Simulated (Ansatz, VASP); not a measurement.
AlPt in VASP and in Ansatz

Contents of INCAR:

```
SYSTEM = AlPt
ALGO = Normal
EDIFF = 1E-6
ENCUT = 520
ISIF = 2
ISMEAR = 1
LASPH = .True.
LCHARG = .True.
LELF = .True.
LREAL = .False.
LVHAR = .True.
LWAVE = .False.
NBANDS = 14
NELM = 60
PREC = Accurate
SIGMA = 0.2
```

KPOINTS

```
k-points
0
Gamma
  7 7 7
  0 0 0
```

Contents of POSCAR:

```
AlPt
1.0
    3.0349406750      0.0000000000      0.0000000000
    0.0000000000      3.0349406750      0.0000000000
    0.0000000000      0.0000000000      3.0349406750
Al Pt
1 1
Direct
    0.0000000000      0.0000000000      0.0000000000
    0.5000000000      0.5000000000      0.5000000000
```

Input for Ansatz:

```yaml
crystal:
  lattice:
    - [3.034940674981519, 1.271824658819714e-17, 4.215709897230584e-18]
    - [1.5836270903496627e-17, 3.0349406749815113, 1.995630721675517e-15]
    - [3.1763684587974146e-18, 1.0039294685349068e-15, 3.034940674981519]
  atoms:
    - { symbol: Al, position: [-3.34689549247702e-33, 1.5685767945263864e-33, 2.293949317457965e-33] }
    - { symbol: Pt, position: [0.5, 0.5, 0.49999999999999994] }
accuracy: low
basis:
  ecutwfc: 476.19925930478996
kpoints:
  mp_grid:
    grid: [7, 7, 7]
hamiltonian:
  xc: lda
scf:
  self_checks: high
  occupations:
    method: cold
    width: 0.2
output:
  forces: true
  stress: true
```

Alike in both runs: task single point; functional LDA; k mesh 7 × 7 × 7; no spin polarisation.

|  | VASP | Ansatz |
| --- | --- | --- |
| version | VASP 6.6.1 | Ansatz 0.2.0 |
| potentials or method | VASP PAW LDA potentials, release 64 (Al, Pt), cutoff 520 eV | plane waves, PAW |
| occupations | methfessel-paxton of order 1, width 0.2 eV | cold, width 0.2 eV |
| valence electrons in the cell | 13 | 21 |

```tsv
	VASP	Ansatz	Ansatz less VASP
gap on the k mesh at the Fermi level (eV)	none	none	-
pressure (GPa)	1.2	0.5	-0.68
```

LDA's correlation is that of Perdew and Zunger in VASP and of Perdew and Wang (1992) in Ansatz. A gap of «none» marks a metal or a gap that the smearing closes. VASP's potentials hold 13 valence electrons a cell and Ansatz's 21, so a difference there can come from the potentials and not from the codes.

Spin-orbit coupling is off throughout.
